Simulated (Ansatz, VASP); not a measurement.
## Te: VASP beside Ansatz

Contents of INCAR:

```
SYSTEM = Te
ALGO = Normal ; EDIFF = 1E-7
ENCUT = 520 ; GGA = PE
ISIF = 2 ; ISMEAR = 0
IVDW = 12 ; LASPH = .True.
LCHARG = .False. ; LREAL = .False.
LWAVE = .False. ; NBANDS = 13
NELM = 60 ; PREC = Accurate
SIGMA = 0.1
```

Contents of KPOINTS:

```
k-points
0
Gamma
  6 6 4
  0 0 0
```

File POSCAR:

```
Te
1.0
    4.3597551800      0.0000000000      0.0000000000
   -2.1798775900      3.7756587400      0.0000000000
    0.0000000000      0.0000000000      4.8964177200
Te
2
Direct
    0.6666666700      0.3333333300      0.1507650900
    0.3333333300      0.6666666700      0.8492349100
```

Input for Ansatz:

```yaml
crystal:
  lattice:
    - [4.35975518, 0.0, 0.0]
    - [-2.17987759, 3.77565874, 0.0]
    - [0.0, 0.0, 4.89641772]
  atoms:
    - { symbol: Te, position: [0.66666667, 0.33333333, 0.15076509] }
    - { symbol: Te, position: [0.33333333, 0.66666667, 0.84923491] }
basis:
  ecutwfc: 420
kpoints:
  mp_grid: { grid: [6, 6, 4] }
hamiltonian:
  xc: pbe
  dispersion: d3bj
scf:
  occupations: { method: gaussian, width: 0.1 }
  lower_state_search: "off"
output:
  forces: true
  stress: true
  eigenvalues: true
```

Alike in both runs: task single point; functional PBE; dispersion D3(BJ); k mesh 6 × 6 × 4; occupations gaussian, width 0.1 eV; no spin polarisation.

```csv
,VASP,Ansatz
version,VASP 6.6.1,Ansatz 0.2.0
potentials or method,"VASP PAW PBE potentials, release 64 (Te), cutoff 520 eV","scalar-relativistic, plane waves, PAW"
valence electrons in the cell,12,32
```

```tsv
	VASP	Ansatz	Ansatz less VASP
gap on the k mesh at the Fermi level (eV)	none	none	-
pressure (GPa)	0.1	0.1	-0.01
traceless stress, the component that is largest in VASP (GPa)	-2.47	-2.45	+0.021
rms of the force components (eV/Å)	0.304	0.307	+0.0031
```

Atom by atom the forces differ by 0.003 eV/Å (rms over components). A gap of «none» marks a metal or a gap that the smearing closes. VASP's potentials hold 12 valence electrons a cell and Ansatz's 32, so a difference there can come from the potentials and not from the codes.

Spin-orbit coupling is off throughout.
